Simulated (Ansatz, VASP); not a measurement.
# TaN: VASP beside Ansatz

File INCAR:

```
SYSTEM = TaN
PREC = Accurate
ENCUT = 520
EDIFF = 1E-6
ISMEAR = 0
SIGMA = 0.15
LREAL = .False.
LASPH = .True.
NELM = 80
ALGO = Normal
ISIF = 2
LWAVE = .False.
LCHARG = .True.
GGA = PS
LELF = .True.
LVHAR = .True.
NBANDS = 15
```

KPOINTS

```
Automatic mesh
0
Gamma
  24 24 20
  0 0 0
```

Contents of POSCAR:

```
TaN
1.0
    2.9239890447      0.0000000000      0.0000000000
   -1.4619945224      2.5322487931      0.0000000000
    0.0000000000      0.0000000000      2.8707276427
Ta N
1 1
Direct
    0.3333333333      0.6666666667      0.5000000000
    0.0000000000      0.0000000000      0.0348343739
```

Input for Ansatz:

```yaml
crystal:
  lattice:
    - [2.9239890447, 0.0, 0.0]
    - [-1.4619945224, 2.5322487931, 0.0]
    - [0.0, 0.0, 2.8707276427]
  atoms:
    - { symbol: Ta, position: [0.3333333333, 0.6666666667, 0.5] }
    - { symbol: "N", position: [0.0, 0.0, 0.0348343739] }
basis:
  ecutwfc: 420
kpoints:
  mp_grid: { grid: [24, 24, 20] }
hamiltonian:
  xc: pbesol
scf:
  occupations: { method: gaussian, width: 0.15 }
output:
  forces: true
  stress: true
  eigenvalues: true
```

Change from the starting cell: all N atoms moved -0.100 Å, as atom 2 towards its neighbour atom 2 (N) at 2.871 Å.

Alike in both runs: task single point; functional PBEsol; k mesh 24 × 24 × 20; occupations gaussian, width 0.15 eV; no spin polarisation.

|  | VASP | Ansatz |
| --- | --- | --- |
| version | VASP 6.6.1 | Ansatz 0.2.0 |
| potentials or method | VASP PAW PBE potentials, release 64 (Ta_pv, N), cutoff 520 eV | scalar-relativistic, plane waves, PAW |
| valence electrons in the cell | 16 | 18 |

Ansatz gave:

```
gap on the k mesh at the Fermi level (eV)                     : none
pressure (GPa)                                                : 2.2
traceless stress, the component that is largest in VASP (GPa) : 0.47
rms of the force components (eV/Å)                            : 0.869
```

**Question.** Which values does VASP return?

**Answer.** gap on the k mesh at the Fermi level (eV): none; pressure (GPa): 3.1; traceless stress, the component that is largest in VASP (GPa): 0.60; rms of the force components (eV/Å): 0.876.

VASP's potentials were made for PBE, not for PBEsol. Atom by atom the forces differ by 0.007 eV/Å (rms over components). A gap of «none» marks a metal or a gap that the smearing closes. The functional is the same, so the differences come from potentials, cutoffs and numerics. VASP's potentials hold 16 valence electrons a cell and Ansatz's 18, so a difference there can come from the potentials and not from the codes.

Spin-orbit coupling is off throughout.
